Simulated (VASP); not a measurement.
# Na3TiPd2 (P-3m1) in VASP: notebook

Na3TiPd2 is run at these levels: PBE; tasks: single point.

Everything below comes from runs of VASP 6.6.1. Logs are shortened: lines on timing, memory, paths and dates and some standing lists are left out, and cuts for length are marked.

### 1 The cell of the first run

It takes space group P-3m1 (No. 164, trigonal). Conventional cell: a = 4.391 Å, b = 4.391 Å, c = 8.788 Å, α = 90.00°, β = 90.00°, γ = 120.00°. Within 4.5 Å of Na (site symmetry -3m) lie 12 Na at 3.30 to 4.39 Å and 2 Ti at 4.39 Å and 6 Pd at 4.49 Å. Na (site symmetry 3m) has 4 Pd at 2.98 to 3.00 Å and 3 Na at 3.30 Å and 3 Ti at 3.41 Å within 3.9 Å. Ti (site symmetry -3m) has 6 Pd at 2.63 Å and 6 Na at 3.41 Å within 3.5 Å. Pd (site symmetry 3m) has 3 Ti at 2.63 Å and 3 Pd at 2.89 Å and 4 Na at 2.98 to 3.00 Å within 3.5 Å.

The cell was built from a structure type or drawn by symmetry, and may not be a known phase.

### 2 Single point, PBE

INCAR

```
SYSTEM = Na3TiPd2
PREC = Accurate
ENCUT = 520
EDIFF = 1E-6
ISMEAR = 0
SIGMA = 0.1
LREAL = .False.
LASPH = .True.
NELM = 80
ALGO = Fast
ISIF = 2
LWAVE = .False.
LCHARG = .False.
GGA = PE
NBANDS = 36
```

KPOINTS

```
Automatic mesh
0
Gamma
  6 6 4
  0 0 0
```

POSCAR

```
Na3TiPd2
1.0
    4.3913444045      0.0000000000      0.0000000000
   -2.1956722023      3.8030158111      0.0000000000
    0.0000000000      0.0000000000      8.7878573560
Na Ti Pd
3 1 2
Direct
    0.0000000000      0.0000000000      0.5000000000
    0.6666666667      0.3333333333      0.2603297821
    0.3333333333      0.6666666667      0.7396702179
    0.0000000000      0.0000000000      0.0000000000
    0.6666666667      0.3333333333      0.9214722584
    0.3333333333      0.6666666667      0.0785277416
```

Potentials or basis: VASP PAW PBE potentials, release 64 (Na_pv, Ti_sv, Pd).

Command:

```console
$ cat potpaw_PBE.64/Na_pv/POTCAR potpaw_PBE.64/Ti_sv/POTCAR potpaw_PBE.64/Pd/POTCAR > POTCAR
$ mpirun -np 1 vasp_std > vasp.out
```

OUTCAR:

```text
SYSTEM = Na3TiPd2
   PREC = Accurate
   ENCUT = 520
   EDIFF = 1E-6
   ISMEAR = 0
   LREAL = .False.
   LASPH = .True.
   NELM = 80
   ISIF = 2
   GGA = PE

 ion  position               nearest neighbor table
   1  0.000  0.000  0.500-
   2  0.667  0.333  0.260-   5 2.98   6 3.00   6 3.00   6 3.00
   3  0.333  0.667  0.740-   6 2.98   5 3.00   5 3.00   5 3.00
   4  0.000  0.000  0.000-   5 2.63   6 2.63   5 2.63   6 2.63   5 2.63   6 2.63
   5  0.667  0.333  0.921-   4 2.63   4 2.63   4 2.63   6 2.89   6 2.89   6 2.89   2 2.98   3 3.00
                             3 3.00   3 3.00
   6  0.333  0.667  0.079-   4 2.63   4 2.63   4 2.63   5 2.89   5 2.89   5 2.89   3 2.98   2 3.00
                             2 3.00   2 3.00

  LATTYP: Found a hexagonal cell.
 ALAT       =     4.3913444045
 C/A-ratio  =     2.0011769851

  Lattice vectors:

 A1 = (   4.3913444045,   0.0000000000,   0.0000000000)
 A2 = (  -2.1956722023,   3.8030158111,   0.0000000000)
 A3 = (   0.0000000000,   0.0000000000,   8.7878573560)

Analysis of symmetry for initial positions (statically):
=====================================================================
 Subroutine PRICEL returns:
 Original cell was already a primitive cell.

 Routine SETGRP: Setting up the symmetry group for a
 hexagonal supercell.

 Subroutine GETGRP returns: Found 12 space group operations
 (whereof 12 operations were pure point group operations)
 out of a pool of 24 trial point group operations.

The static configuration has the point symmetry D_3d.

Analysis of symmetry for dynamics (positions and initial velocities):
=====================================================================
 Subroutine PRICEL returns:
 Original cell was already a primitive cell.

 Routine SETGRP: Setting up the symmetry group for a
 hexagonal supercell.

 Subroutine GETGRP returns: Found 12 space group operations
 (whereof 12 operations were pure point group operations)
 out of a pool of 24 trial point group operations.

The dynamic configuration has the point symmetry D_3d.

 Subroutine INISYM returns: Found 12 space group operations
 (whereof 12 operations are pure point group operations),
 and found     1 'primitive' translations

----------------------------------------------------------------------------------------

                                     Primitive cell

  volume of cell :     146.7603

  direct lattice vectors                    reciprocal lattice vectors
     4.391344404  0.000000000  0.000000000     0.227720695  0.131474605  0.000000000
    -2.195672202  3.803015811  0.000000000     0.000000000  0.262949209  0.000000000
     0.000000000  0.000000000  8.787857356     0.000000000  0.000000000  0.113793381

  length of vectors
     4.391344404  4.391344405  8.787857356     0.262949209  0.262949209  0.113793381

  position of ions in fractional coordinates (direct lattice)
     0.000000000  0.000000000  0.500000000
     0.666666667  0.333333333  0.260329782
     0.333333333  0.666666667  0.739670218
     0.000000000  0.000000000  0.000000000
     0.666666667  0.333333333  0.921472258
     0.333333333  0.666666667  0.078527742

  ion indices of the primitive-cell ions
   primitive index   ion index
                 1           1
                 2           2
                 3           3
                 4           4
                 5           5
                 6           6

----------------------------------------------------------------------------------------

 KPOINTS: Automatic mesh

Automatic generation of k-mesh.
 Grid dimensions read from file:
 generate k-points for:    6    6    4

 Generating k-lattice:

  Cartesian coordinates                     Fractional coordinates (reciprocal lattice)
     0.037953449  0.021912434  0.000000000     0.166666667  0.000000000  0.000000000
     0.000000000  0.043824868  0.000000000     0.000000000  0.166666667  0.000000000
     0.000000000  0.000000000  0.028448345     0.000000000  0.000000000  0.250000000

  Length of vectors
     0.043824868  0.043824868  0.028448345

  Shift w.r.t. Gamma in fractional coordinates (k-lattice)
     0.000000000  0.000000000  0.000000000

 Subroutine IBZKPT returns following result:
 ===========================================

 Found     24 irreducible k-points:

 Following reciprocal coordinates:
            Coordinates               Weight
  0.000000  0.000000  0.000000      1.000000
  0.166667  0.000000  0.000000      6.000000
  0.333333  0.000000  0.000000      6.000000
  0.500000  0.000000  0.000000      3.000000
  0.166667  0.166667  0.000000      6.000000
  0.333333  0.166667  0.000000     12.000000
[... 16 lines left out ...]
  0.333333  0.166667  0.500000     12.000000
  0.333333  0.333333  0.500000      2.000000
   k-points           NKPTS =     24   k-points in BZ     NKDIM =     24   number of bands    NBANDS=     36
   number of dos      NEDOS =    301   number of ions     NIONS =      6
[... 32 lines left out ...]
   EFERMI_NEDOS =   21; number of points for ismear=-14 and -15
   IALGO  =     68    algorithm
   IMIX   =      4    mixing-type and parameters
     AMIX     =   0.40;   BMIX     =  1.00
     AMIX_MAG =   1.60;   BMIX_MAG =  1.00
  volume/ion in A,a.u.               =      24.46       165.06
  Fermi-wavevector in a.u.,A,eV,Ry     =   1.165818  2.203076 18.492093  1.359130
  Thomas-Fermi vector in A             =   2.302339
   LORBIT       =      0    0 simple, 1 ext, 2 COOP (PROOUT), +10 PAW based schemes
   GGA     = PE    functional components
   LHFCALC =     F    Hartree Fock is set to
   AEXX    =    0.0000 exact exchange contribution
   IVDW    =     0    specifies the selected vdW correction
   LEPSILON=     F    determine dielectric tensor
   LRPA    =     F    only Hartree local field effects (RPA)
 non-spin polarized calculation
 RMM-DIIS sequential band-by-band and
 Gauss-broadening in eV      SIGMA  =   0.10
  energy-cutoff  :      520.00
  volume of cell :      146.76
 maximum number of plane-waves:      3987
 NGX is ok and might be reduce to    36
   NGX = 17   NGY = 17   NGZ = 33

 number of electron      53.0000002 magnetization

 Free energy of the ion-electron system (eV)
  ---------------------------------------------------
  ext. energy  EPLUGINS =         0.00000000
  ---------------------------------------------------
  free energy    TOTEN  =       -22.64622831 eV

  energy without entropy =      -22.62306572  energy(sigma->0) =      -22.63464702

 E-fermi :   3.2432     XC(G=0):  -8.6641

 val. band max:        3.2406905523   @ k =   0.1667   0.0000   0.2500
 cond. band min:       3.2451348429   @ k =   0.1667   0.1667   0.5000
 fundamental gap:      0.0044442906
 Fermi energy:         3.2432202234

 k-point     1 :       0.0000    0.0000    0.0000
  band No.  band energies     occupation
      1     -54.3942      2.00000
      2     -30.7387      2.00000
      3     -30.5636      2.00000
      4     -30.5636      2.00000
      5     -22.0547      2.00000
      6     -22.0547      2.00000
[... 28 lines left out ...]
     35       9.8366      0.00000
     36      10.0885      0.00000

 k-point     2 :       0.1667    0.0000    0.0000
  band No.  band energies     occupation
      1     -54.3940      2.00000
      2     -30.7384      2.00000
      3     -30.5647      2.00000
      4     -30.5631      2.00000
      5     -22.0559      2.00000
      6     -22.0550      2.00000
[... 28 lines left out ...]
     35       8.3947      0.00000
     36       8.9206      0.00000

 k-point     3 :       0.3333    0.0000    0.0000
  band No.  band energies     occupation
      1     -54.3936      2.00000
      2     -30.7377      2.00000
      3     -30.5670      2.00000
      4     -30.5623      2.00000
      5     -22.0583      2.00000
      6     -22.0556      2.00000
[... 28 lines left out ...]
     35       7.0051      0.00000
     36       8.2375      0.00000
[... 742 lines left out ...]
 k-point    23 :       0.3333    0.1667    0.5000
  band No.  band energies     occupation
      1     -54.3934      2.00000
      2     -30.7373      2.00000
      3     -30.5671      2.00000
      4     -30.5629      2.00000
      5     -22.0590      2.00000
      6     -22.0566      2.00000
[... 28 lines left out ...]
     35       6.2288      0.00000
     36       6.6343      0.00000

 k-point    24 :       0.3333    0.3333    0.5000
  band No.  band energies     occupation
      1     -54.3933      2.00000
      2     -30.7371      2.00000
      3     -30.5652      2.00000
      4     -30.5652      2.00000
      5     -22.0581      2.00000
      6     -22.0581      2.00000
[... 28 lines left out ...]
     35       7.2434      0.00000
     36       7.2455      0.00000

------------------------ aborting loop because EDIFF is reached ----------------------------------------

  FORCE on cell =-STRESS in cart. coord.  units (eV):
  Direction    XX          YY          ZZ          XY          YZ          ZX
  --------------------------------------------------------------------------------------
  -------------------------------------------------------------------------------------
  Total       -0.1253370     -0.1253370      0.2040155      0.0000000      0.0000000     -0.0000000
  in kB       -1.3683001     -1.3683001      2.2272306      0.0000000      0.0000000     -0.0000000
  external PRESSURE =      -0.1697899 kB  Pullay stress =       0.0000000 kB

 VOLUME and BASIS-vectors are now :
 -----------------------------------------------------------------------------
  energy-cutoff  :      520.00
  volume of cell :      146.76
      direct lattice vectors                 reciprocal lattice vectors
     4.391344404  0.000000000  0.000000000     0.227720695  0.131474605  0.000000000
    -2.195672202  3.803015811  0.000000000     0.000000000  0.262949209  0.000000000
     0.000000000  0.000000000  8.787857356     0.000000000  0.000000000  0.113793381

 POSITION                                       TOTAL-FORCE (eV/Angst)
 -----------------------------------------------------------------------------------
      0.00000      0.00000      4.39393        -0.000000      0.000000      0.000000
      2.19567      1.26767      2.28774         0.000000      0.000000     -0.007904
     -0.00000      2.53534      6.50012        -0.000000      0.000000      0.007904
      0.00000      0.00000      0.00000        -0.000000      0.000000      0.000000
      2.19567      1.26767      8.09777         0.000000     -0.000000      0.019414
     -0.00000      2.53534      0.69009        -0.000000      0.000000     -0.019414
 -----------------------------------------------------------------------------------
    total drift:                               -0.000000      0.000000      0.000000

  FREE ENERGIE OF THE ION-ELECTRON SYSTEM (eV)
  ---------------------------------------------------
  free  energy   TOTEN  =       -22.6462283150 eV

  energy  without entropy=      -22.6230657248  energy(sigma->0) =      -22.63464702
```

Run time: 2.5 min. Hardware: 1 thread of Intel Xeon 6975P-C (Granite Rapids), shared host; peak memory 0.36 GiB.

What came out:

* Free energy: -22.6462 eV
* Pressure: 0.0 GPa
* Largest force: 0.019 eV/Å
* Band gap on the k mesh: zero (an odd number of electrons rules out a gap without spin polarisation)

Forces in eV/Å, atoms in the order of the input:
```
Na   0.000  0.000  0.000
Na   0.000  0.000 -0.008
Na   0.000  0.000  0.008
Ti   0.000  0.000  0.000
Pd   0.000  0.000  0.019
Pd   0.000  0.000 -0.019
```

Levels at points of the mesh, in eV from the Fermi level:
```csv
k point,band 24,band 25,band 26,band 27,band 28,band 29
"(0.00, 0.00, 0.00)",-1.86,-1.75,-1.45,0.21,0.24,0.24
"(0.50, 0.00, 0.00)",-2.03,-1.35,-0.46,0.44,0.46,0.86
"(0.00, 0.00, 0.50)",-1.86,-1.86,-0.34,0.24,0.24,0.47
"(0.50, 0.00, 0.50)",-2.05,-1.27,-0.80,0.05,0.62,0.86
```

### 3 Single point, PBE

This run uses another cell than the first one, of 19.26 Å³/atom.

INCAR

```
ALGO = Normal
EDIFF = 1E-6
ENCUT = 520
GGA = PE
ISIF = 2
ISMEAR = 0
LASPH = True
LCHARG = False
LREAL = False
LWAVE = False
NBANDS = 36
NELM = 60
PREC = Accurate
SIGMA = 0.1
```

KPOINTS

```
k-points
0
Gamma
  6 6 4
```

POSCAR

```
Na3TiPd2
1.0
    4.3699720600      0.0000000000      0.0000000000
   -2.1849860300      3.7845068200      0.0000000000
    0.0000000000      0.0000000000      6.9887039300
Na Ti Pd
3 1 2
Direct
    0.0000000000      0.0000000000      0.5000000000
    0.6666666700      0.3333333300      0.3533428000
    0.3333333300      0.6666666700      0.6466572000
    0.0000000000      0.0000000000      0.0000000000
    0.6666666700      0.3333333300      0.7445280600
    0.3333333300      0.6666666700      0.2554719400
```

Potentials or basis: VASP PAW PBE potentials, release 64 (Na_pv, Ti_sv, Pd).

Command:

```console
$ cat potpaw_PBE.64/Na_pv/POTCAR potpaw_PBE.64/Ti_sv/POTCAR potpaw_PBE.64/Pd/POTCAR > POTCAR
$ mpirun -np 1 vasp_std > vasp.out
```

Run time: 60 s. Hardware: 1 thread of Intel Xeon 6975P-C (Granite Rapids), shared host; peak memory 0.3 GiB.

The run converged. Its results:

```
Free energy            : -19.6013 eV
Pressure               : 3.0 GPa
Largest force          : 2.271 eV/Å
Band gap on the k mesh : zero (an odd number of electrons rules out a gap without spin polarisation)
```

Forces on the atoms (eV/Å):
```
Na   0.000  0.000  0.000
Na   0.000  0.000 -0.908
Na   0.000  0.000  0.908
Ti   0.000  0.000  0.000
Pd   0.000  0.000  2.271
Pd   0.000  0.000 -2.271
```

Stress tensor (GPa, compression positive):
```
 4.88  0.00  0.00
 0.00  4.88  0.00
 0.00  0.00 -0.85
```

Levels at points of the mesh, in eV from the Fermi level:
```
           k point  band 22  band 23  band 24  band 25  band 26  band 27  band 28  band 29  band 30  band 31
(0.00, 0.00, 0.00)    -2.51    -2.16    -2.16    -1.68    -1.09     0.27     0.27     0.61     0.61     0.76
(0.50, 0.00, 0.00)    -2.18    -2.11    -1.85    -1.56    -0.89     0.24     0.29     0.68     0.75     0.80
(0.00, 0.00, 0.50)    -2.48    -2.48    -2.27    -2.27     0.10     0.33     0.33     0.64     0.64     2.59
(0.50, 0.00, 0.50)    -2.15    -2.10    -1.75    -1.32    -1.09    -0.79     0.14     0.20     0.64     0.78
```

Caveat: forces of over 1 eV/Å act on the atoms, so gaps and moduli don't describe the material at rest.

### 4 Single point, PBE

This run uses another cell than the first one, of 27.45 Å³/atom.

INCAR

```
PREC = Accurate
ENCUT = 520
EDIFF = 1E-6
ISMEAR = 0
SIGMA = 0.1
LREAL = False
LASPH = True
NELM = 80
ALGO = Fast
ISIF = 2
LWAVE = False
LCHARG = True
GGA = PE
LELF = True
LVHAR = True
NBANDS = 36
```

KPOINTS

```
regular mesh
0
Gamma
  12 12 4
```

POSCAR

```
Na3TiPd2
1.0
    4.3143160261      0.0000000000      0.0000000000
   -2.1571580131      3.7363072785      0.0000000000
    0.0000000000      0.0000000000     10.2163196801
Na Ti Pd
3 1 2
Direct
    0.0000000000      0.0000000000      0.5000000000
    0.6666666667      0.3333333333      0.2396333411
    0.3333333333      0.6666666667      0.7603666589
    0.0000000000      0.0000000000      0.0000000000
    0.6666666667      0.3333333333      0.9312436833
    0.3333333333      0.6666666667      0.0687563167
```

Command:

```console
$ cat potpaw_PBE.64/Na_pv/POTCAR potpaw_PBE.64/Ti_sv/POTCAR potpaw_PBE.64/Pd/POTCAR > POTCAR
$ mpirun -np 1 vasp_std > vasp.out
```

Wall time 6.7 min (1 thread of Intel Xeon 6975P-C (Granite Rapids), shared host); peak memory 0.53 GiB.

The run converged. Its results:

| Quantity | Value |
| --- | --- |
| Free energy | -22.6548 eV |
| Pressure | 0.0 GPa |
| Band gap on the k mesh | zero (an odd number of electrons rules out a gap without spin polarisation) |

Forces in eV/Å, atoms in the order of the input:
```
Na   0.000  0.000  0.000
Na   0.000  0.000  0.000
Na   0.000  0.000  0.000
Ti   0.000  0.000  0.000
Pd   0.000  0.000  0.002
Pd   0.000  0.000 -0.002
```

Levels at points of the mesh, in eV from the Fermi level:
| k point | band 24 | band 25 | band 26 | band 27 | band 28 | band 29 | band 30 | band 31 |
| --- | --- | --- | --- | --- | --- | --- | --- | --- |
| (0.00, 0.00, 0.00) | -1.86 | -1.86 | -1.66 | -0.01 | 0.30 | 0.30 | 1.24 | 1.24 |
| (0.50, 0.00, 0.00) | -2.05 | -1.25 | -0.44 | 0.51 | 0.53 | 0.87 | 1.01 | 1.23 |
| (0.00, 0.00, 0.50) | -1.86 | -1.86 | -0.50 | -0.38 | 0.30 | 0.30 | 1.04 | 1.24 |
| (0.50, 0.00, 0.50) | -2.05 | -1.22 | -0.58 | 0.29 | 0.67 | 0.82 | 0.87 | 1.64 |

### 5 Single point, PBE

This run uses another cell than the first one, of 27.45 Å³/atom.

INCAR

```
SYSTEM = Na3TiPd2
ALGO = Fast ; EDIFF = 1E-7
ENCUT = 520 ; GGA = PE
ISIF = 2 ; ISMEAR = 0
LASPH = .TRUE. ; LCHARG = .FALSE.
LREAL = .FALSE. ; LWAVE = .FALSE.
NBANDS = 36 ; NELM = 100
PREC = Accurate ; SIGMA = 0.1
```

KPOINTS

```
k-points
0
G
  12 12 4
  0 0 0
```

POSCAR is that of step 4.

Command:

```console
$ cat potpaw_PBE.64/Na_pv/POTCAR potpaw_PBE.64/Ti_sv/POTCAR potpaw_PBE.64/Pd/POTCAR > POTCAR
$ mpirun -np 1 vasp_std > vasp.out
```

It took 7.5 min on 1 thread of Intel Xeon 6975P-C (Granite Rapids), shared host; peak memory 0.53 GiB.

It converged, with:

| Item | Value |
| --- | --- |
| Free energy | -22.6548 eV |
| Pressure | 0.0 GPa |
| Band gap on the k mesh | zero (an odd number of electrons rules out a gap without spin polarisation) |

Forces on the atoms (eV/Å):
```
Na   0.000  0.000  0.000
Na   0.000  0.000  0.000
Na   0.000  0.000  0.000
Ti   0.000  0.000  0.000
Pd   0.000  0.000  0.002
Pd   0.000  0.000 -0.002
```

Levels at points of the mesh, in eV from the Fermi level:
```tsv
k point	band 23	band 24	band 25	band 26	band 27	band 28	band 29	band 30	band 31	band 32
(0.00, 0.00, 0.00)	-1.88	-1.86	-1.86	-1.66	-0.01	0.30	0.30	1.24	1.24	2.18
(0.50, 0.00, 0.00)	-2.07	-2.05	-1.25	-0.44	0.51	0.53	0.87	1.01	1.23	1.64
(0.00, 0.00, 0.50)	-2.37	-1.86	-1.86	-0.50	-0.38	0.30	0.30	1.04	1.24	1.24
(0.50, 0.00, 0.50)	-2.05	-2.05	-1.22	-0.58	0.29	0.67	0.82	0.87	1.64	1.92
```

### 6 Overview

| cell | k mesh | gap on the mesh (eV) | pressure (GPa) | largest force (eV/Å) |
| --- | --- | --- | --- | --- |
| a = 4.391, b = 4.391, c = 8.788 Å, angles 90.0, 90.0, 120.0°, 6 atoms, atomic positions A | 6 × 6 × 4 | none | 0.0 | 0.02 |
| a = 4.370, b = 4.370, c = 6.989 Å, angles 90.0, 90.0, 120.0°, 6 atoms, atomic positions B | 6 × 6 × 4 | none | 3.0 | 2.27 |
| a = 4.314, b = 4.314, c = 10.216 Å, angles 90.0, 90.0, 120.0°, 6 atoms, atomic positions C | 12 × 12 × 4 | none | 0.0 | - |

Alike in all rows: task single point; level PBE; potentials or basis VASP PAW PBE potentials, release 64 (Na_pv, Ti_sv, Pd); no spin polarisation; cutoff (eV) 520; smearing gaussian 0.1 eV.

Caveats: forces of over 1 eV/Å act on the atoms, so gaps and moduli don't describe the material at rest (at least some runs).

Absolute energies hang on the potentials; compare differences alone.
